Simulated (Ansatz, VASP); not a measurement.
Given: the input of a run of VASP 6.6.1 on MnSi.

Contents of INCAR:

```
PREC = Accurate
ENCUT = 520
EDIFF = 1E-6
ISMEAR = -1
SIGMA = 0.05
LREAL = False
LASPH = True
NELM = 150
ALGO = Normal
ISIF = 2
LWAVE = False
LCHARG = False
ISPIN = 2
MAGMOM = 4 0
LORBIT = 11
LMAXMIX = 4
GGA = PE
NBANDS = 20
```

File KPOINTS:

```
regular mesh
0
Gamma
  9 9 9
```

File POSCAR:

```
MnSi
1.0
    0.0000000000      2.5604813691      2.5604813691
    2.5604813691      0.0000000000      2.5604813691
    2.5604813691      2.5604813691      0.0000000000
Mn Si
1 1
Direct
    0.0000000000      0.0000000000      0.0000000000
    0.2500000000      0.2500000000      0.2500000000
```

Potentials or basis: VASP PAW PBE potentials, release 64 (Mn_pv, Si).

Run with:

```console
$ cat potpaw_PBE.64/Mn_pv/POTCAR potpaw_PBE.64/Si/POTCAR > POTCAR
$ mpirun -np 1 vasp_std > vasp.out
```

Task: Set up the same calculation for Ansatz 0.2.0. Potentials there: all-electron LAPW, scalar-relativistic.

Result: As run (the cutoff follows the program's own potentials):

File input.yaml:

```yaml
crystal:
  lattice:
    - [0.0, 2.5604813691, 2.5604813691]
    - [2.5604813691, 0.0, 2.5604813691]
    - [2.5604813691, 2.5604813691, 0.0]
  atoms:
    - { symbol: Mn, position: [0.0, 0.0, 0.0], spin: 4.0 }
    - { symbol: Si, position: [0.25, 0.25, 0.25] }
kpoints:
  mp_grid: { grid: [9, 9, 9] }
scf:
  occupations: { method: fermi_dirac, width: 0.05 }
hamiltonian:
  xc: pbe
  pseudopotentials: { kind: all_electron, lapw: { basis_error: 0.0005 } }
magnetization:
  spin_polarized: true
output:
  forces: true
  stress: true
  eigenvalues: true
```

Potentials or basis: all-electron LAPW, scalar-relativistic.

The run is started by

```sh
$ ansatz run input.yaml --threads 2 --pin off --max-ram 6144MiB --backend cpu --events-out ev --progress --plain --runs-dir out
```

Both were run:

|  | VASP | Ansatz | Ansatz less VASP |
| --- | --- | --- | --- |
| gap on the k mesh at the Fermi level (eV) | none | none | - |
| pressure (GPa) | 13.9 | 13.9 | 0.00 |
| net moment per atom (μB) | 1.06 | 1.06 | 0.000 |
| size of the moment on the site where the two differ most (μB) | 0.16 | 0.12 | -0.044 |

Site moments also hang on the region over which each program counts them. A gap of «none» marks a metal or a gap that the smearing closes. Ansatz ran all-electron here, and VASP with PAW potentials.
